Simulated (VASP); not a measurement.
# Ta (P6_3/mmc) in VASP: settings compared

Ta is run at these levels: r2SCAN, PBE0, HSE06; tasks: relaxation of cell and atoms, single point.

All numbers are computed with VASP 6.6.1; they aren't measurements. Logs are shortened: lines on timing, memory, paths and dates and some standing lists are left out, and cuts for length are marked.

## 1. The cell of the first run

The structure is hexagonal, space group P6_3/mmc (No. 194). Conventional cell: a = 2.900 Å, b = 2.900 Å, c = 5.166 Å, α = 90.00°, β = 90.00°, γ = 120.00°. Within 3.8 Å of Ta (site symmetry -6m2) lie 12 Ta at 2.90 to 3.08 Å.

This isn't the form of Ta at room conditions, which is bcc.

## 2. Relaxation of cell and atoms, r2SCAN

Contents of POSCAR:

```
Ta
1.0
    2.9003720726      0.0000000000      0.0000000000
   -1.4501860363      2.5117958953      0.0000000000
    0.0000000000      0.0000000000      5.1662740000
Ta
2
Direct
    0.3333333333      0.6666666667      0.2500000000
    0.6666666667      0.3333333333      0.7500000000
```

Contents of INCAR.step1:

```
SYSTEM = Ta
ALGO = Normal
EDIFF = 1E-4
ENCUT = 600
GGA = PE
ISMEAR = -1
LASPH = .True.
LCHARG = .False.
LREAL = .False.
LWAVE = .True.
NELM = 60
PREC = Accurate
SIGMA = 0.05
```

Contents of INCAR.step2:

```
SYSTEM = Ta
ALGO = Normal
EDIFF = 1E-6
EDIFFG = -0.01
ENCUT = 600
IBRION = 2
ISIF = 3
ISMEAR = -1
ISTART = 1
LASPH = .True.
LCHARG = .False.
LMIXTAU = .True.
LREAL = .False.
LWAVE = .False.
METAGGA = R2SCAN
NELM = 60
NSW = 60
PREC = Accurate
SIGMA = 0.05
```

Contents of KPOINTS:

```
k-points
0
Gamma
  11 11 5
  0 0 0
```

Potentials or basis: VASP PAW PBE potentials, release 64 (Ta_pv).

Launch:

```
cat potpaw_PBE.64/Ta_pv/POTCAR > POTCAR
cp INCAR.step1 INCAR
mpirun -np 1 vasp_std > vasp.out
cp INCAR.step2 INCAR
mpirun -np 1 vasp_std > vasp.out
```

OUTCAR:

```text
SYSTEM = Ta
   EDIFF = 1E-6
   EDIFFG = -0.01
   ENCUT = 600
   IBRION = 2
   ISIF = 3
   ISMEAR = -1
   ISTART = 1
   LASPH = .True.
   LREAL = .False.
   METAGGA = R2SCAN
   NELM = 60
   NSW = 60
   PREC = Accurate

 ion  position               nearest neighbor table
   1  0.333  0.667  0.250-   2 3.08   2 3.08   2 3.08   2 3.08   2 3.08   2 3.08
   2  0.667  0.333  0.750-   1 3.08   1 3.08   1 3.08   1 3.08   1 3.08   1 3.08

  LATTYP: Found a hexagonal cell.
 ALAT       =     2.9003720726
 C/A-ratio  =     1.7812452577

  Lattice vectors:

 A1 = (   2.9003720726,   0.0000000000,   0.0000000000)
 A2 = (  -1.4501860363,   2.5117958953,   0.0000000000)
 A3 = (   0.0000000000,   0.0000000000,   5.1662740000)

Analysis of symmetry for initial positions (statically):
=====================================================================
 Subroutine PRICEL returns:
 Original cell was already a primitive cell.

 Routine SETGRP: Setting up the symmetry group for a
 hexagonal supercell.

 Subroutine GETGRP returns: Found 24 space group operations
 (whereof 12 operations were pure point group operations)
 out of a pool of 24 trial point group operations.

The static configuration has the point symmetry D_3d.
 The point group associated with its full space group is D_6h.

Analysis of symmetry for dynamics (positions and initial velocities):
=====================================================================
 Subroutine PRICEL returns:
 Original cell was already a primitive cell.

 Routine SETGRP: Setting up the symmetry group for a
 hexagonal supercell.

 Subroutine GETGRP returns: Found 24 space group operations
 (whereof 12 operations were pure point group operations)
 out of a pool of 24 trial point group operations.

The dynamic configuration has the point symmetry D_3d.
 The point group associated with its full space group is D_6h.

 Subroutine INISYM returns: Found 24 space group operations
 (whereof 12 operations are pure point group operations),
 and found     1 'primitive' translations

----------------------------------------------------------------------------------------

                                     Primitive cell

  volume of cell :      37.6370

  direct lattice vectors                    reciprocal lattice vectors
     2.900372073  0.000000000  0.000000000     0.344783350  0.199060760  0.000000000
    -1.450186036  2.511795895  0.000000000     0.000000000  0.398121520  0.000000000
     0.000000000  0.000000000  5.166274000     0.000000000  0.000000000  0.193563098

  length of vectors
     2.900372073  2.900372073  5.166274000     0.398121520  0.398121520  0.193563098

  position of ions in fractional coordinates (direct lattice)
     0.333333333  0.666666667  0.250000000
     0.666666667  0.333333333  0.750000000

  ion indices of the primitive-cell ions
   primitive index   ion index
                 1           1
                 2           2

----------------------------------------------------------------------------------------

 KPOINTS: k-points

Automatic generation of k-mesh.
 Grid dimensions read from file:
 generate k-points for:   11   11    5

 Generating k-lattice:

  Cartesian coordinates                     Fractional coordinates (reciprocal lattice)
     0.031343941  0.018096433  0.000000000     0.090909091 -0.000000000  0.000000000
     0.000000000  0.036192865  0.000000000     0.000000000  0.090909091  0.000000000
     0.000000000  0.000000000  0.038712620     0.000000000  0.000000000  0.200000000

  Length of vectors
     0.036192865  0.036192865  0.038712620

  Shift w.r.t. Gamma in fractional coordinates (k-lattice)
     0.000000000  0.000000000  0.000000000

 Subroutine IBZKPT returns following result:
 ===========================================

 Found     48 irreducible k-points:

 Following reciprocal coordinates:
            Coordinates               Weight
  0.000000  0.000000  0.000000      1.000000
  0.090909  0.000000  0.000000      6.000000
  0.181818  0.000000  0.000000      6.000000
  0.272727  0.000000  0.000000      6.000000
  0.363636 -0.000000  0.000000      6.000000
  0.454545  0.000000  0.000000      6.000000
[... 16 lines left out ...]
  0.090909  0.090909  0.200000     12.000000
  0.181818  0.090909  0.200000     24.000000
 [... further k-points ...]
   k-points           NKPTS =     48   k-points in BZ     NKDIM =     48   number of bands    NBANDS=     15
   number of dos      NEDOS =    301   number of ions     NIONS =      2
   total plane-waves  NPLWV =  24192
   dimension x,y,z NGX =    24 NGY =   24 NGZ =   42
   dimension x,y,z NGXF=    48 NGYF=   48 NGZF=   84
   ions per type =               2
   NGX,Y,Z   is equivalent  to a cutoff of  13.76, 13.76, 13.52 a.u.
   NGXF,Y,Z  is equivalent  to a cutoff of  27.51, 27.51, 27.03 a.u.
 SYSTEM =  Ta
   PREC   = accura    normal or accurate (medium, high low for compatibility)
   ISTART =      1    job   : 0-new  1-cont  2-samecut
   ICHARG =      0    charge: 1-file 2-atom 10-const
   ISPIN  =      1    spin polarized calculation?
   LNONCOLLINEAR =      F non collinear calculations
   LSORBIT =      F    spin-orbit coupling
   LASPH  =      T    aspherical Exc in radial PAW
   ENCUT  =  600.0 eV  44.10 Ry    6.64 a.u.   5.79  5.79 10.32*2*pi/ulx,y,z
   NELM   =     60;   NELMIN=  2; NELMDL=  0     # of ELM steps
   EDIFF  = 0.1E-05   stopping-criterion for ELM
   LREAL  =      F    real-space projection
   EDIFFG = -.1E-01   stopping-criterion for IOM
   NSW    =     60    number of steps for IOM
   IBRION =      2    ionic relax: 0-MD 1-quasi-New 2-CG
   NFREE  =      1    steps in history (QN), initial steepest desc. (CG)
   ISIF   =      3    stress and relaxation
   ISYM   =      2    0-nonsym 1-usesym 2-fastsym
   POTIM  = 0.5000    time-step for ionic-motion
   TEBEG  =    0.0;   TEEND  =   0.0 temperature during run
   PSTRESS=    0.0 pullay stress
   NELECT =      22.0000    total number of electrons
   NUPDOWN=      -1.0000    fix difference up-down
   EMIN   =  10.00;   EMAX   =-10.00  energy-range for DOS
   EFERMI =   0.00;   METHOD = LEGACY
   ISMEAR =    -1;   SIGMA  =   0.05  broadening in eV -4-tet -1-fermi 0-gaus
   EFERMI_NEDOS =   21; number of points for ismear=-14 and -15
   IALGO  =     38    algorithm
   IMIX   =      4    mixing-type and parameters
     AMIX     =   0.40;   BMIX     =  1.00
     AMIX_MAG =   1.60;   BMIX_MAG =  1.00
  volume/ion in A,a.u.               =      18.82       126.99
  Fermi-wavevector in a.u.,A,eV,Ry     =   1.368812  2.586680 25.492516  1.873647
  Thomas-Fermi vector in A             =   2.494743
   LORBIT       =      0    0 simple, 1 ext, 2 COOP (PROOUT), +10 PAW based schemes
   METAGGA = R2SCAN    functional components
   LHFCALC =     F    Hartree Fock is set to
   AEXX    =    0.0000 exact exchange contribution
   IVDW    =     0    specifies the selected vdW correction
   LEPSILON=     F    determine dielectric tensor
   LRPA    =     F    only Hartree local field effects (RPA)
 conjugate gradient relaxation of ions
 non-spin polarized calculation
  energy-cutoff  :      600.00
  volume of cell :       37.64
 maximum number of plane-waves:      1275
 NGX is ok and might be reduce to    24
   NGX = 11   NGY = 11   NGZ = 21

--------------------------------------- Ionic step        1  -------------------------------------------

 number of electron      22.0000002 magnetization

 Free energy of the ion-electron system (eV)
  ---------------------------------------------------
  ext. energy  EPLUGINS =         0.00000000
  ---------------------------------------------------
  free energy    TOTEN  =       -96.57135804 eV

  energy without entropy =      -96.55215631  energy(sigma->0) =      -96.56175718

------------------------ aborting loop because EDIFF is reached ----------------------------------------

  FORCE on cell =-STRESS in cart. coord.  units (eV):
  Direction    XX          YY          ZZ          XY          YZ          ZX
  --------------------------------------------------------------------------------------
  -------------------------------------------------------------------------------------
  Total       -0.8338681     -0.8338681     -0.5292011      0.0000000      0.0000000     -0.0000000
  in kB      -35.4970641    -35.4970641    -22.5276461      0.0000000      0.0000000     -0.0000000
  external PRESSURE =     -31.1739248 kB  Pullay stress =       0.0000000 kB
[... 165 lines left out ...]
  energy  without entropy=      -96.5593817508  energy(sigma->0) =      -96.56856867

--------------------------------------- Ionic step        6  -------------------------------------------

 number of electron      21.9999999 magnetization

 Free energy of the ion-electron system (eV)
  ---------------------------------------------------
  ext. energy  EPLUGINS =         0.00000000
  ---------------------------------------------------
  free energy    TOTEN  =       -96.57776360 eV

  energy without entropy =      -96.55934323  energy(sigma->0) =      -96.56855341

 E-fermi :   5.6046     XC(G=0): -13.5894

 val. band max:        5.5766222021   @ k =   0.1818   0.0000   0.0000
 cond. band min:       5.6096393266   @ k =   0.2727   0.2727   0.0000
 fundamental gap:      0.0330171245
 Fermi energy:         5.6045511724

 k-point     1 :       0.0000    0.0000    0.0000
  band No.  band energies     occupation
      1     -30.2037      2.00000
      2     -29.3111      2.00000
      3     -29.1719      2.00000
      4     -29.1719      2.00000
      5     -29.0853      2.00000
      6     -29.0853      2.00000
      7      -3.1047      2.00000
      8       0.3539      2.00000
      9       4.9173      2.00000
     10       5.2162      1.99915
     11       6.2810      0.00000
     12       6.2810      0.00000
     13       6.8670      0.00000
     14       6.8670      0.00000
     15       8.9247      0.00000
[... 397 lines left out ...]
 k-point    24 :       0.1818    0.0909    0.2000
  band No.  band energies     occupation
      1     -29.9832      2.00000
      2     -29.6886      2.00000
      3     -29.6462      2.00000
      4     -29.3835      2.00000
      5     -29.3072      2.00000
      6     -29.2310      2.00000
      7      -0.7374      2.00000
      8       2.0783      2.00000
      9       3.3198      2.00000
     10       4.3927      2.00000
     11       5.1414      1.99981
     12       5.8147      0.02945
     13       7.5932      0.00000
     14       7.7506      0.00000
     15       8.8447      0.00000

 [... further k-points ...]

------------------------ aborting loop because EDIFF is reached ----------------------------------------

  FORCE on cell =-STRESS in cart. coord.  units (eV):
  Direction    XX          YY          ZZ          XY          YZ          ZX
  --------------------------------------------------------------------------------------
  -------------------------------------------------------------------------------------
  Total        0.0071366      0.0071366      0.0072521     -0.0000000      0.0000000     -0.0000000
  in kB        0.3087468      0.3087468      0.3137466     -0.0000000      0.0000000     -0.0000000
  external PRESSURE =       0.3104134 kB  Pullay stress =       0.0000000 kB
[... 17 lines left out ...]
  FREE ENERGIE OF THE ION-ELECTRON SYSTEM (eV)
  ---------------------------------------------------
  free  energy   TOTEN  =       -96.5777635959 eV

  energy  without entropy=      -96.5593432290  energy(sigma->0) =      -96.56855341

 reached required accuracy - stopping structural energy minimisation
```

Wall time 11 min (1 thread of Intel Xeon 8259CL, shared host); peak memory 0.2 GiB.

What came out:

* Free energy: -96.5778 eV
* Relaxed volume: 18.52 Å³/atom
* Relaxed cell: a = 2.880 Å, b = 2.880 Å, c = 5.154 Å, α = 90.00°, β = 90.00°, γ = 120.00°
* Space group after relaxing (to 0.1 Å): P6_3/mmc (No. 194)
* Energy gained by relaxing: 3.2 meV/atom
* Ionic steps: 6
* Pressure after relaxing: 0.0 GPa
* Band gap on the k mesh: zero (bands 11 and 12 overlap by 1.53 eV)

Step by step:
```csv
step,energy change (eV),largest force (eV/Å),pressure (GPa),volume (Å³)
1,0.0000,0.0000,-3.12,37.64
2,0.0270,0.0000,8.04,35.68
3,-0.0063,0.0000,0.02,37.03
4,-0.0063,0.0000,0.07,37.02
5,-0.0064,0.0000,0.01,37.04
6,-0.0064,0.0000,0.03,37.03
```

Final structure:
```yaml
crystal:
  lattice:
    - [2.88033, 0.00000, 0.00000]
    - [-1.44016, 2.49444, 0.00000]
    - [0.00000, 0.00000, 5.15446]
  atoms:
    - { symbol: Ta, position: [0.33333, 0.66667, 0.25000] }
    - { symbol: Ta, position: [0.66667, 0.33333, 0.75000] }
```

Levels at points of the mesh, in eV from the Fermi level:
```csv
k point,band 7,band 8,band 9,band 10,band 11,band 12,band 13,band 14,band 15
"(0.00, 0.00, 0.00)",-8.71,-5.25,-0.69,-0.39,0.68,0.68,1.26,1.26,3.32
```

Caveat: the PAW data sets were made with another functional, which shifts forces and pressure a little; spin-orbit coupling is left out, which moves the levels of the heavy elements.

(Continued in part 2 of 3.)

The gap in the log of VASP goes by the Fermi energy; the results here count the filled bands.